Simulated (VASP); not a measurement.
Wanted: the native input for a VASP 6.6.1 run.

```yaml
Task: single point
Functional: PBE
Potentials_or_basis: VASP PAW PBE potentials, release 64 (Cd)
Cutoff: 520 eV
k_mesh: 10 × 10 × 10
Occupations: fermi-dirac, width 0.05 eV
Spin: no spin polarisation
Dipole_correction: no
Further_INCAR_settings: ALGO = Normal; EDIFF = 1e-06; NBANDS = 12
```

The structure of Cd lies in POSCAR:

```
Cd
1.0
    1.5862963637      0.9158486326      2.4161848736
   -1.5862963637      0.9158486326      2.4161848736
    0.0000000000     -1.8316972653      2.4161848736
Cd
1
Direct
    0.0000000000      0.0000000000      0.0000000000
```

One way to write it, as run:

INCAR

```
PREC     = Accurate       # precision mode
ENCUT    = 520            # plane-wave cutoff, eV
EDIFF    = 1E-6           # SCF threshold, eV
ISMEAR   = -1             # smearing method
SIGMA    = 0.05           # smearing width, eV
LREAL    = False          # projectors in reciprocal space
LASPH    = True           # aspherical terms in the spheres
NELM     = 60             # most SCF steps
ALGO     = Normal         # electronic algorithm
ISIF     = 2              # what is computed and relaxed
LWAVE    = False          # write WAVECAR
LCHARG   = False          # write CHGCAR
GGA      = PE             # functional
NBANDS   = 12             # bands
```

KPOINTS

```
Automatic mesh
0
Gamma
  10 10 10
```

Potentials or basis: VASP PAW PBE potentials, release 64 (Cd).

Launch:

```sh
$ cat potpaw_PBE.64/Cd/POTCAR > POTCAR
$ mpirun -np 1 vasp_std > vasp.out
```

Results of the run:

```
Pressure               : 4.8 GPa
Band gap on the k mesh : zero (bands 6 and 7 overlap by 2.84 eV)
```

Caveat: the cell stands under pressure.

Wall time 13 s on 1 thread of Intel(R) Xeon(R) Platinum 8375C CPU @ 2.90GHz (Ice Lake), on a shared host, peak memory 0.15 GiB.
